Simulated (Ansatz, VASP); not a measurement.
# One calculation of Co, two programs

INCAR

```
SYSTEM = Co
ALGO     = Fast           ! electronic algorithm
EDIFF    = 1E-7           ! SCF threshold, eV
ENCUT    = 520            ! plane-wave cutoff, eV
GGA      = PE             ! functional
ISIF     = 2              ! what is computed and relaxed
ISMEAR   = 0              ! smearing method
LASPH    = .True.         ! aspherical terms in the spheres
LCHARG   = .False.        ! write CHGCAR
LREAL    = .False.        ! projectors in reciprocal space
LWAVE    = .False.        ! write WAVECAR
NBANDS   = 16             ! bands
NELM     = 80             ! most SCF steps
PREC     = Accurate       ! precision mode
SIGMA    = 0.15           ! smearing width, eV
```

The input KPOINTS:

```
k-points
0
Gamma
  24 24 12
  0 0 0
```

POSCAR

```
Co
1.0
    2.5607048027      0.0000000000      0.0000000000
   -1.2803524014      2.2176354108      0.0000000000
    0.0000000000      0.0000000000      4.1414337872
Co
2
Direct
    0.6666666667      0.3333333333      0.2500000000
    0.3333333333      0.6666666667      0.7500000000
```

Input for Ansatz:

```yaml
crystal:
  lattice:
    - [2.5607048027, 0.0, 0.0]
    - [-1.2803524014, 2.2176354108, 0.0]
    - [0.0, 0.0, 4.1414337872]
  atoms:
    - { symbol: Co, position: [0.6666666667, 0.3333333333, 0.25] }
    - { symbol: Co, position: [0.3333333333, 0.6666666667, 0.75] }
basis:
  ecutwfc: 520.0
kpoints:
  mp_grid: { grid: [24, 24, 12] }
hamiltonian:
  xc: pbe
  pseudopotentials: { kind: paw, azcp: { folder: soft_1 } }
scf:
  occupations: { method: gaussian, width: 0.15 }
  lower_state_search: "off"
output:
  forces: true
  stress: true
  eigenvalues: true
```

Alike in both runs: task single point; functional PBE; k mesh 24 × 24 × 12; occupations gaussian, width 0.15 eV; no spin polarisation.

|  | VASP | Ansatz |
| --- | --- | --- |
| version | VASP 6.6.1 | Ansatz 0.2.0 |
| potentials or method | VASP PAW PBE potentials, release 64 (Co), cutoff 520 eV | scalar-relativistic, plane waves, PAW |
| valence electrons in the cell | 18 | 34 |

```tsv
	VASP	Ansatz	Ansatz less VASP
gap on the k mesh at the Fermi level (eV)	none	none	-
pressure (GPa)	-23.9	-24.0	-0.10
traceless stress, the component that is largest in VASP (GPa)	-0.74	-0.71	+0.024
```

A gap of «none» marks a metal or a gap that the smearing closes. With one functional, cell and mesh, what is left measures potentials, basis and numerics. VASP's potentials hold 18 valence electrons a cell and Ansatz's 34, so a difference there can come from the potentials and not from the codes.
